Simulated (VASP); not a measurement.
Input of a VASP 6.6.1 run:

File INCAR:

```
PREC     = Accurate       # precision mode
ENCUT    = 600            # plane-wave cutoff, eV
EDIFF    = 1E-6           # SCF threshold, eV
ISMEAR   = -1             # smearing method
SIGMA    = 0.1            # smearing width, eV
LREAL    = False          # projectors in reciprocal space
LASPH    = True           # aspherical terms in the spheres
NELM     = 120            # most SCF steps
ALGO     = Normal         # electronic algorithm
ISIF     = 2              # what is computed and relaxed
LWAVE    = False          # write WAVECAR
LCHARG   = True           # write CHGCAR
LELF     = True           # ELF
LVHAR    = True         
NBANDS   = 23             # bands
GGA_COMPAT= False
```

The input KPOINTS:

```
regular mesh
0
Gamma
  8 8 4
```

The input POSCAR:

```
HfN
1.0
    3.1339100000      0.0000000000      0.0000000000
   -1.5669550000      2.7140456732      0.0000000000
    0.0000000000      0.0000000000      5.4167700000
Hf N
2 2
Direct
    0.6666666667      0.3333333333      0.7500000000
    0.3333333333      0.6666666667      0.2500000000
    0.0000000000      0.0000000000      0.0000000000
    0.0000000000      0.0000000000      0.5000000000
```

Potentials or basis: VASP PAW LDA potentials, release 64 (Hf_pv, N).

The run is started by

```bash
$ cat potpaw_LDA.64/Hf_pv/POTCAR potpaw_LDA.64/N/POTCAR > POTCAR
$ mpirun -np 1 vasp_std > vasp.out
```

**Question.** Estimate the pressure.

**Answer.** -9.9 GPa.

**Question.** Predict the band gap on the k mesh.

**Answer.** Zero (bands 15 and 16 overlap by 2.28 eV).

Caveat: the cell stands under tension; spin-orbit coupling is left out, which moves the levels of the heavy elements.
